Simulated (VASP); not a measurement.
Set up this calculation in VASP 6.6.1, as the native input.

```
Task                    : single point
Functional              : PBE
Potentials or basis     : VASP PAW PBE potentials, release 64 (Re)
Cutoff                  : 520 eV
k mesh                  : 18 × 18 × 10
Occupations             : gaussian, width 0.05 eV
Spin                    : no spin polarisation
Dipole correction       : no
k mesh for the DOS      : 27 × 27 × 15
Occupations for the DOS : tetrahedron
Further INCAR settings  : ALGO = Fast; EDIFF = 1e-06; NBANDS = 14
```

Re:

```
CELL_PARAMETERS angstrom
2.77447 0.00000 0.00000
-1.38724 2.40276 0.00000
0.00000 0.00000 4.48525
ATOMIC_POSITIONS crystal
Re 0.33333 0.66667 0.25000
Re 0.66667 0.33333 0.75000
```

One way to write it, as run:

POSCAR

```
Re
1.0
    2.7744729020      0.0000000000      0.0000000000
   -1.3872364510      2.4027640153      0.0000000000
    0.0000000000      0.0000000000      4.4852455607
Re
2
Direct
    0.3333333333      0.6666666667      0.2500000000
    0.6666666667      0.3333333333      0.7500000000
```

INCAR.step1

```
SYSTEM = Re
ALGO = Fast
EDIFF = 1E-6
ENCUT = 520
GGA = PE
ISIF = 2
ISMEAR = 0
LASPH = .TRUE.
LCHARG = .TRUE.
LMAXMIX = 4
LREAL = .FALSE.
LWAVE = .FALSE.
NBANDS = 14
NELM = 100
PREC = Accurate
SIGMA = 0.05
```

KPOINTS.step1

```
k-points
0
G
  18 18 10
  0 0 0
```

INCAR.step2

```
SYSTEM = Re
ALGO = Fast
EDIFF = 1E-6
ENCUT = 520
GGA = PE
ICHARG = 11
ISIF = 2
ISMEAR = -5
LASPH = .TRUE.
LCHARG = .FALSE.
LMAXMIX = 4
LORBIT = 11
LREAL = .FALSE.
LWAVE = .FALSE.
NBANDS = 14
NEDOS = 2001
NELM = 100
PREC = Accurate
SIGMA = 0.05
```

KPOINTS.step2

```
k-points
0
G
  27 27 15
  0 0 0
```

Potentials or basis: VASP PAW PBE potentials, release 64 (Re).

The run is started by

```console
$ cat potpaw_PBE.64/Re/POTCAR > POTCAR
$ cp INCAR.step1 INCAR
$ cp KPOINTS.step1 KPOINTS
$ mpirun -np 1 vasp_std > vasp.out
$ cp INCAR.step2 INCAR
$ cp KPOINTS.step2 KPOINTS
$ mpirun -np 1 vasp_std > vasp.out
```

It gave:

```json
{"Valence electrons inside the program's atomic spheres": "Re 6.09"}
```

Run time: 3 min on 1 thread of AMD EPYC 9R45 96-Core Processor (Zen 5), on a shared host, peak memory 0.31 GiB.
